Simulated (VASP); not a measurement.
# Pd (Im-3m) in VASP: a series of runs, part 2 of 2

VASP 6.6.1. Earlier steps stand in the parts before.

## Step 3: Single point, revPBE (17.07 Å³/atom)

This run uses another cell than the first one, of 17.07 Å³/atom.

The input, INCAR:

```
  PREC = Accurate
  ENCUT = 500
  EDIFF = 1E-6
  ISMEAR = -1
  SIGMA = 0.1
  LREAL = False
  LASPH = True
  NELM = 120
  ALGO = Normal
  ISIF = 2
  LWAVE = False
  LCHARG = True
  GGA = RE
  LELF = True
  LVHAR = True
  NBANDS = 11
  GGA_COMPAT = False
```

The input, KPOINTS:

```
Automatic mesh
0
Gamma
  16 16 16
```

The input, POSCAR:

```
Pd
1.0
   -1.6221364100      1.6221364100      1.6221364100
    1.6221364100     -1.6221364100      1.6221364100
    1.6221364100      1.6221364100     -1.6221364100
Pd
1
Direct
    0.0000000000      0.0000000000      0.0000000000
```

Potentials or basis: VASP PAW PBE potentials, release 64 (Pd).

On the command line:

```bash
> cat potpaw_PBE.64/Pd/POTCAR > POTCAR
> mpirun -np 1 vasp_std > vasp.out
```

Wall time 36 s (1 thread of AMD EPYC 7R13, shared host); peak memory 0.11 GiB.

It converged, with:

```yaml
Free_energy: -4.6852 eV
Pressure: -9.3 GPa
Band_gap_on_the_k_mesh: zero (bands 5 and 6 overlap by 1.30 eV)
```

Levels at points of the mesh, in eV from the Fermi level:
| k point | band 1 | band 2 | band 3 | band 4 | band 5 | band 6 | band 7 | band 8 | band 9 | band 10 |
| --- | --- | --- | --- | --- | --- | --- | --- | --- | --- | --- |
| (0.00, 0.00, 0.00) | -6.05 | -2.37 | -2.37 | -2.37 | -0.78 | -0.78 | 18.98 | 18.98 | 18.98 | 26.06 |
| (0.50, 0.00, 0.00) | -4.26 | -3.32 | -0.85 | -0.61 | 0.44 | 1.67 | 6.83 | 14.72 | 16.46 | 22.28 |
| (0.50, 0.50, 0.50) | -4.15 | -4.15 | 0.14 | 0.14 | 0.14 | 8.73 | 8.73 | 8.73 | 15.45 | 16.02 |

Caveat: the cell stands under tension; the PAW data sets were made with another functional, which shifts forces and pressure a little.

## Step 4: Single point, revPBE (17.71 Å³/atom)

This run uses another cell than the first one, of 17.71 Å³/atom.

The input, INCAR:

```
SYSTEM = Pd
ALGO = Normal
EDIFF = 1E-6
ENCUT = 500
GGA = RE
GGA_COMPAT = .FALSE.
ISIF = 2
ISMEAR = -1
LASPH = .TRUE.
LCHARG = .FALSE.
LREAL = .FALSE.
LWAVE = .FALSE.
NBANDS = 11
NELM = 120
PREC = Accurate
SIGMA = 0.1
```

The input, KPOINTS:

```
k-points
0
G
  16 16 16
  0 0 0
```

The input, POSCAR:

```
Pd
1.0
   -1.6419205112      1.6419205112      1.6419205112
    1.6419205112     -1.6419205112      1.6419205112
    1.6419205112      1.6419205112     -1.6419205112
Pd
1
Direct
    0.0000000000      0.0000000000      0.0000000000
```

Potentials or basis: VASP PAW PBE potentials, release 64 (Pd).

On the command line:

```bash
> cat potpaw_PBE.64/Pd/POTCAR > POTCAR
> mpirun -np 1 vasp_std > vasp.out
```

OUTCAR:

```text
SYSTEM = Pd
   EDIFF = 1E-6
   ENCUT = 500
   GGA = RE
   ISIF = 2
   ISMEAR = -1
   LASPH = .TRUE.
   LREAL = .FALSE.
   NELM = 120
   PREC = Accurate

 ion  position               nearest neighbor table
   1  0.000  0.000  0.000-

  LATTYP: Found a body centered cubic cell.
 ALAT       =     3.2838410224

  Lattice vectors:

 A1 = (  -1.6419205112,   1.6419205112,   1.6419205112)
 A2 = (   1.6419205112,  -1.6419205112,   1.6419205112)
 A3 = (   1.6419205112,   1.6419205112,  -1.6419205112)

Analysis of symmetry for initial positions (statically):
=====================================================================
 Subroutine PRICEL returns:
 Original cell was already a primitive cell.

 Routine SETGRP: Setting up the symmetry group for a
 body centered cubic supercell.

 Subroutine GETGRP returns: Found 48 space group operations
 (whereof 48 operations were pure point group operations)
 out of a pool of 48 trial point group operations.

The static configuration has the point symmetry O_h .

[... 164 lines left out ...]

 k-point     1 :       0.0000    0.0000    0.0000
  band No.  band energies     occupation
      1       1.3079      2.00000
      2       4.8815      2.00000
      3       4.8815      2.00000
      4       4.8815      2.00000
      5       6.3821      1.99873
      6       6.3821      1.99873
      7      25.9691      0.00000
      8      25.9691      0.00000
      9      25.9691      0.00000
     10      32.7164      0.00000
     11      32.7169      0.00000
[... 309 lines left out ...]
 k-point    24 :       0.2500    0.1875   -0.0000
  band No.  band energies     occupation
      1       3.6855      2.00000
      2       4.3272      2.00000
      3       5.0470      2.00000
      4       6.1273      1.99990
      5       6.6229      1.98599
      6       8.4760      0.00000
      7      17.9127      0.00000
      8      19.5676      0.00000
      9      23.7031      0.00000
     10      28.2026      0.00000
     11      31.4698      0.00000

 [... further k-points ...]

------------------------ aborting loop because EDIFF is reached ----------------------------------------

  FORCE on cell =-STRESS in cart. coord.  units (eV):
  Direction    XX          YY          ZZ          XY          YZ          ZX
  --------------------------------------------------------------------------------------
  -------------------------------------------------------------------------------------
  Total       -1.3583405     -1.3583405     -1.3583405      0.0000000      0.0000000      0.0000000
  in kB     -122.9144221   -122.9144221   -122.9144221      0.0000000      0.0000000      0.0000000
  external PRESSURE =    -122.9144221 kB  Pullay stress =       0.0000000 kB

 VOLUME and BASIS-vectors are now :
 -----------------------------------------------------------------------------
  energy-cutoff  :      500.00
  volume of cell :       17.71
      direct lattice vectors                 reciprocal lattice vectors
    -1.641920511  1.641920511  1.641920511     0.000000000  0.304521441  0.304521441
     1.641920511 -1.641920511  1.641920511     0.304521441  0.000000000  0.304521441
     1.641920511  1.641920511 -1.641920511     0.304521441  0.304521441  0.000000000

 POSITION                                       TOTAL-FORCE (eV/Angst)
 -----------------------------------------------------------------------------------
      0.00000      0.00000      0.00000        -0.000000      0.000000     -0.000000
 -----------------------------------------------------------------------------------
    total drift:                                0.000000      0.000000      0.000000

  FREE ENERGIE OF THE ION-ELECTRON SYSTEM (eV)
  ---------------------------------------------------
  free  energy   TOTEN  =        -4.6423598774 eV

  energy  without entropy=       -4.5901409325  energy(sigma->0) =       -4.61625040
```

Run time: 59 s. Hardware: 1 thread of AMD EPYC 7R13, shared host; peak memory 0.13 GiB.

What came out:

* Free energy: -4.6424 eV
* Pressure: -12.3 GPa
* Band gap on the k mesh: zero (bands 5 and 6 overlap by 1.21 eV)

Levels at points of the mesh, in eV from the Fermi level:
| k point | band 2 | band 3 | band 4 | band 5 | band 6 | band 7 | band 8 | band 9 |
| --- | --- | --- | --- | --- | --- | --- | --- | --- |
| (0.00, 0.00, 0.00) | -2.24 | -2.24 | -2.24 | -0.74 | -0.74 | 18.85 | 18.85 | 18.85 |
| (0.50, 0.00, 0.00) | -3.13 | -0.80 | -0.58 | 0.40 | 1.73 | 6.57 | 14.59 | 16.11 |
| (0.50, 0.50, 0.50) | -3.91 | 0.12 | 0.12 | 0.12 | 8.60 | 8.60 | 8.60 | 14.89 |

Caveat: the cell stands under tension; the PAW data sets were made with another functional, which shifts forces and pressure a little.

## Step 5: Summary

```tsv
cell	gap on the mesh (eV)	pressure (GPa)
a = 2.774 Å, angles 109.5°, 1 atom	none	-5.4
a = 2.810 Å, angles 109.5°, 1 atom	none	-9.3
a = 2.844 Å, angles 109.5°, 1 atom	none	-12.3
```

Alike in all rows: task single point; level revPBE; potentials or basis VASP PAW PBE potentials, release 64 (Pd); no spin polarisation; k mesh 16 × 16 × 16; cutoff (eV) 500; smearing fermi-dirac 0.1 eV.

Caveats: the cell stands under tension; the PAW data sets were made with another functional, which shifts forces and pressure a little.

Absolute energies hang on the potentials; compare differences alone.
